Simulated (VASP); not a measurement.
# AgI (F-43m) in VASP: a series of runs, part 3 of 3

VASP 6.6.1.

**5. Single point, r2SCAN**

This run uses another cell than the first one, of 32.03 Å³/atom.

POSCAR reads:

```
AgI
1.0
    0.0000000000      3.1759496110      3.1759496110
    3.1759496110      0.0000000000      3.1759496110
    3.1759496110      3.1759496110      0.0000000000
Ag I
1 1
Direct
    0.0000000000      0.0000000000      0.0000000000
    0.7500000000      0.7500000000      0.7500000000
```

INCAR.step1 reads:

```
PREC = Accurate
ENCUT = 550
ISMEAR = 0
SIGMA = 0.01
LREAL = False
LASPH = True
NELM = 120
NBANDS = 16
GGA = PE
ALGO = Normal
EDIFF = 1E-5
LWAVE = True
LCHARG = False
GGA_COMPAT = False
```

INCAR.step2 reads:

```
PREC = Accurate
ENCUT = 550
EDIFF = 1E-6
ISMEAR = 0
SIGMA = 0.01
LREAL = False
LASPH = True
NELM = 120
ALGO = Normal
ISIF = 2
LWAVE = False
LCHARG = False
METAGGA = R2SCAN
LMIXTAU = True
NBANDS = 16
ISTART = 1
GGA_COMPAT = False
```

KPOINTS reads:

```
regular mesh
0
Gamma
  8 8 8
```

Potentials or basis: VASP PAW PBE potentials, release 64 (Ag, I).

Started as:

```
$ cat potpaw_PBE.64/Ag/POTCAR potpaw_PBE.64/I/POTCAR > POTCAR
$ cp INCAR.step1 INCAR
$ mpirun -np 1 vasp_std > vasp.out
$ cp INCAR.step2 INCAR
$ mpirun -np 1 vasp_std > vasp.out
```

OUTCAR:

```text
PREC = Accurate
   ENCUT = 550
   EDIFF = 1E-6
   ISMEAR = 0
   LREAL = False
   LASPH = True
   NELM = 120
   ISIF = 2
   METAGGA = R2SCAN
   ISTART = 1

 ion  position               nearest neighbor table
   1  0.000  0.000  0.000-   2 2.75   2 2.75   2 2.75   2 2.75
   2  0.750  0.750  0.750-   1 2.75   1 2.75   1 2.75   1 2.75

  LATTYP: Found a face centered cubic cell.
 ALAT       =     6.3518992220

  Lattice vectors:

 A1 = (   0.0000000000,   3.1759496110,   3.1759496110)
 A2 = (   3.1759496110,   0.0000000000,   3.1759496110)
 A3 = (   3.1759496110,   3.1759496110,   0.0000000000)

Analysis of symmetry for initial positions (statically):
=====================================================================
 Subroutine PRICEL returns:
 Original cell was already a primitive cell.

 Routine SETGRP: Setting up the symmetry group for a
 face centered cubic supercell.

 Subroutine GETGRP returns: Found 24 space group operations
 (whereof 24 operations were pure point group operations)
 out of a pool of 48 trial point group operations.

The static configuration has the point symmetry T_d .

Analysis of symmetry for dynamics (positions and initial velocities):
=====================================================================
 Subroutine PRICEL returns:
 Original cell was already a primitive cell.

 Routine SETGRP: Setting up the symmetry group for a
 face centered cubic supercell.

 Subroutine GETGRP returns: Found 24 space group operations
 (whereof 24 operations were pure point group operations)
 out of a pool of 48 trial point group operations.

The dynamic configuration has the point symmetry T_d .

 Subroutine INISYM returns: Found 24 space group operations
 (whereof 24 operations are pure point group operations),
 and found     1 'primitive' translations

----------------------------------------------------------------------------------------

                                     Primitive cell

  volume of cell :      64.0694

  direct lattice vectors                    reciprocal lattice vectors
     0.000000000  3.175949611  3.175949611    -0.157433228  0.157433228  0.157433228
     3.175949611  0.000000000  3.175949611     0.157433228 -0.157433228  0.157433228
     3.175949611  3.175949611  0.000000000     0.157433228  0.157433228 -0.157433228

  length of vectors
     4.491471013  4.491471013  4.491471013     0.272682350  0.272682350  0.272682350

  position of ions in fractional coordinates (direct lattice)
     0.000000000  0.000000000  0.000000000
     0.750000000  0.750000000  0.750000000

  ion indices of the primitive-cell ions
   primitive index   ion index
                 1           1
                 2           2

----------------------------------------------------------------------------------------

 KPOINTS: regular mesh

Automatic generation of k-mesh.
 Grid dimensions read from file:
 generate k-points for:    8    8    8

 Generating k-lattice:

  Cartesian coordinates                     Fractional coordinates (reciprocal lattice)
    -0.019679154  0.019679154  0.019679154     0.125000000  0.000000000  0.000000000
     0.019679154 -0.019679154  0.019679154     0.000000000  0.125000000  0.000000000
     0.019679154  0.019679154 -0.019679154     0.000000000  0.000000000  0.125000000

  Length of vectors
     0.034085294  0.034085294  0.034085294

  Shift w.r.t. Gamma in fractional coordinates (k-lattice)
     0.000000000  0.000000000  0.000000000

 Subroutine IBZKPT returns following result:
 ===========================================

 Found     29 irreducible k-points:

 Following reciprocal coordinates:
            Coordinates               Weight
  0.000000  0.000000  0.000000      1.000000
  0.125000  0.000000  0.000000      8.000000
  0.250000  0.000000  0.000000      8.000000
  0.375000  0.000000  0.000000      8.000000
  0.500000  0.000000  0.000000      4.000000
  0.125000  0.125000  0.000000      6.000000
[... 16 lines left out ...]
  0.500000  0.250000  0.125000     48.000000
 -0.375000  0.250000  0.125000     24.000000
 [... further k-points ...]
   k-points           NKPTS =     29   k-points in BZ     NKDIM =     29   number of bands    NBANDS=     16
   number of dos      NEDOS =    301   number of ions     NIONS =      2
   total plane-waves  NPLWV =  46656
   dimension x,y,z NGX =    36 NGY =   36 NGZ =   36
   dimension x,y,z NGXF=    72 NGYF=   72 NGZF=   72
   ions per type =               1   1
   NGX,Y,Z   is equivalent  to a cutoff of  13.32, 13.32, 13.32 a.u.
   NGXF,Y,Z  is equivalent  to a cutoff of  26.65, 26.65, 26.65 a.u.
 SYSTEM =  unknown system
   PREC   = accura    normal or accurate (medium, high low for compatibility)
   ISTART =      1    job   : 0-new  1-cont  2-samecut
   ICHARG =      0    charge: 1-file 2-atom 10-const
   ISPIN  =      1    spin polarized calculation?
   LNONCOLLINEAR =      F non collinear calculations
   LSORBIT =      F    spin-orbit coupling
   LASPH  =      T    aspherical Exc in radial PAW
   ENCUT  =  550.0 eV  40.42 Ry    6.36 a.u.   8.59  8.59  8.59*2*pi/ulx,y,z
   NELM   =    120;   NELMIN=  2; NELMDL=  0     # of ELM steps
   EDIFF  = 0.1E-05   stopping-criterion for ELM
   LREAL  =      F    real-space projection
   EDIFFG = 0.1E-04   stopping-criterion for IOM
   NSW    =      0    number of steps for IOM
   IBRION =     -1    ionic relax: 0-MD 1-quasi-New 2-CG
   NFREE  =      0    steps in history (QN), initial steepest desc. (CG)
   ISIF   =      2    stress and relaxation
   ISYM   =      2    0-nonsym 1-usesym 2-fastsym
   POTIM  = 0.5000    time-step for ionic-motion
   TEBEG  =    0.0;   TEEND  =   0.0 temperature during run
   PSTRESS=    0.0 pullay stress
   NELECT =      18.0000    total number of electrons
   NUPDOWN=      -1.0000    fix difference up-down
   EMIN   =  10.00;   EMAX   =-10.00  energy-range for DOS
   EFERMI =   0.00;   METHOD = LEGACY
   ISMEAR =     0;   SIGMA  =   0.01  broadening in eV -4-tet -1-fermi 0-gaus
   EFERMI_NEDOS =   21; number of points for ismear=-14 and -15
   IALGO  =     38    algorithm
   IMIX   =      4    mixing-type and parameters
     AMIX     =   0.40;   BMIX     =  1.00
     AMIX_MAG =   1.60;   BMIX_MAG =  1.00
  volume/ion in A,a.u.               =      32.03       216.18
  Fermi-wavevector in a.u.,A,eV,Ry     =   1.072215  2.026193 15.641883  1.149646
  Thomas-Fermi vector in A             =   2.207979
   LORBIT       =      0    0 simple, 1 ext, 2 COOP (PROOUT), +10 PAW based schemes
   METAGGA = R2SCAN    functional components
   LHFCALC =     F    Hartree Fock is set to
   AEXX    =    0.0000 exact exchange contribution
   IVDW    =     0    specifies the selected vdW correction
   LEPSILON=     F    determine dielectric tensor
   LRPA    =     F    only Hartree local field effects (RPA)
 non-spin polarized calculation
 Gauss-broadening in eV      SIGMA  =   0.01
  energy-cutoff  :      550.00
  volume of cell :       64.07
 maximum number of plane-waves:      1895
 NGX is ok and might be reduce to    36
   NGX = 17   NGY = 17   NGZ = 17

 number of electron      18.0000002 magnetization

 Free energy of the ion-electron system (eV)
  ---------------------------------------------------
  ext. energy  EPLUGINS =         0.00000000
  ---------------------------------------------------
  free energy    TOTEN  =       -46.45080224 eV

  energy without entropy =      -46.45080224  energy(sigma->0) =      -46.45080224

 E-fermi :   3.7379     XC(G=0):  -9.2765

 val. band max:        3.6656514586   @ k =   0.0000   0.0000   0.0000
 cond. band min:       5.4606304280   @ k =   0.0000   0.0000   0.0000
 fundamental gap:      1.7949789694
 Fermi energy:         3.7378551276

 k-point     1 :       0.0000    0.0000    0.0000
  band No.  band energies     occupation
      1      -9.9576      2.00000
      2      -1.1163      2.00000
      3      -1.1163      2.00000
      4      -1.1163      2.00000
      5       0.2409      2.00000
      6       0.2409      2.00000
[... 8 lines left out ...]
     15      14.2509      0.00000
     16      14.2509      0.00000
[... 419 lines left out ...]
 k-point    24 :      -0.3750    0.2500    0.1250
  band No.  band energies     occupation
      1      -9.5330      2.00000
      2      -1.0096      2.00000
      3      -0.8948      2.00000
      4      -0.7099      2.00000
      5       0.1951      2.00000
      6       0.2911      2.00000
[... 8 lines left out ...]
     15      14.8773      0.00000
     16      15.7032      0.00000

 [... further k-points ...]
[... 5 lines left out ...]
  --------------------------------------------------------------------------------------
  -------------------------------------------------------------------------------------
  Total        1.5392551      1.5392551      1.5392551      0.0000000      0.0000000      0.0000000
  in kB       38.4919907     38.4919907     38.4919907      0.0000000      0.0000000      0.0000000
  external PRESSURE =      38.4919907 kB  Pullay stress =       0.0000000 kB

 VOLUME and BASIS-vectors are now :
 -----------------------------------------------------------------------------
  energy-cutoff  :      550.00
  volume of cell :       64.07
      direct lattice vectors                 reciprocal lattice vectors
     0.000000000  3.175949611  3.175949611    -0.157433228  0.157433228  0.157433228
     3.175949611  0.000000000  3.175949611     0.157433228 -0.157433228  0.157433228
     3.175949611  3.175949611  0.000000000     0.157433228  0.157433228 -0.157433228

 POSITION                                       TOTAL-FORCE (eV/Angst)
 -----------------------------------------------------------------------------------
      0.00000      0.00000      0.00000        -0.000000     -0.000000     -0.000000
      4.76392      4.76392      4.76392         0.000000      0.000000      0.000000
 -----------------------------------------------------------------------------------
    total drift:                                0.000000      0.000000      0.000000

  FREE ENERGIE OF THE ION-ELECTRON SYSTEM (eV)
  ---------------------------------------------------
  free  energy   TOTEN  =       -46.4508022375 eV

  energy  without entropy=      -46.4508022375  energy(sigma->0) =      -46.45080224
```

OUTCAR.step1:

```text
PREC = Accurate
   ENCUT = 550
   ISMEAR = 0
   LREAL = False
   LASPH = True
[... 678 lines left out ...]
      0.00000      0.00000      0.00000         0.000000      0.000000      0.000000
      4.76392      4.76392      4.76392        -0.000000     -0.000000     -0.000000
 -----------------------------------------------------------------------------------
    total drift:                                0.000000      0.000000      0.000000

  FREE ENERGIE OF THE ION-ELECTRON SYSTEM (eV)
  ---------------------------------------------------
  free  energy   TOTEN  =        -4.6832062453 eV

  energy  without entropy=       -4.6832062453  energy(sigma->0) =       -4.68320625
```

Wall time 62 s (1 thread of Intel Xeon 6975P-C (Granite Rapids), shared host); peak memory 0.22 GiB.

Results:

- Free energy: -46.4508 eV
- Pressure: 3.8 GPa
- Band gap on the k mesh: 1.79 eV

Levels at points of the mesh, in eV from the valence-band top:
```csv
k point,band 6,band 7,band 8,band 9,band 10,band 11,band 12,band 13
"(0.00, 0.00, 0.00)",-3.42,0.00,0.00,0.00,1.79,6.10,6.10,6.10
"(0.50, 0.00, 0.00)",-3.39,-3.25,-0.84,-0.84,3.16,6.55,6.55,7.63
"(0.50, 0.50, 0.00)",-3.28,-2.87,-2.07,-2.07,3.69,4.14,9.27,10.56
```

Caveat: the cell stands under pressure; the PAW data sets were made with another functional, which shifts forces and pressure a little; spin-orbit coupling is left out, which moves the levels of the heavy elements.

**6. Summary**

```tsv
cell	gap on the mesh (eV)	pressure (GPa)
a = 4.266 Å, angles 60.0°, 2 atoms	1.83	14.7
a = 4.349 Å, angles 60.0°, 2 atoms	1.81	9.8
a = 4.412 Å, angles 60.0°, 2 atoms	1.80	6.8
a = 4.491 Å, angles 60.0°, 2 atoms	1.79	3.8
```

Alike in all rows: task single point; level r2SCAN; potentials or basis VASP PAW PBE potentials, release 64 (Ag, I); no spin polarisation; k mesh 8 × 8 × 8; cutoff (eV) 550; smearing gaussian 0.01 eV.

Caveats: the cell stands under pressure; the PAW data sets were made with another functional, which shifts forces and pressure a little; spin-orbit coupling is left out, which moves the levels of the heavy elements.

Total energies depend on the potentials used, so only differences within one code and one set of settings carry meaning.
